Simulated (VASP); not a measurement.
Runs of VASP 6.6.1 on Li2H. The structure is that of space group P4/mmm (No. 123), or close to it. The cells are those of the table. 

| task | cell | k mesh | cutoff (eV) | gap on the mesh (eV) | largest force (eV/Å) |
| --- | --- | --- | --- | --- | --- |
| relaxation of cell and atoms | relaxed from a = 2.661, b = 2.661, c = 4.653 Å, 3 atoms | 6 × 6 × 4 | 600 | none | 0.02 |
| single point | a = 2.661, b = 2.661, c = 4.653 Å, 3 atoms | 6 × 6 × 4 | 520 | none | (a) |
| single point | a = 2.562, b = 2.562, c = 5.152 Å, 3 atoms | 6 × 6 × 4 | 520 | none | 0.01 |
| single point | a = 2.556, b = 2.556, c = 5.158 Å, 3 atoms | 18 × 18 × 10 | 520 | none | - |

Alike in all rows: level PBE; potentials or basis VASP PAW PBE potentials, release 64 (Li_sv, H); no spin polarisation; smearing gaussian 0.1 eV.

Task: Estimate the missing entries.

Result: (a) 2.06.

Caveats: some runs use coarse meshes; forces of over 1 eV/Å act on the atoms, so gaps and moduli don't describe the material at rest (some runs).

A gap of «none» marks levels without a gap at the run's occupations.
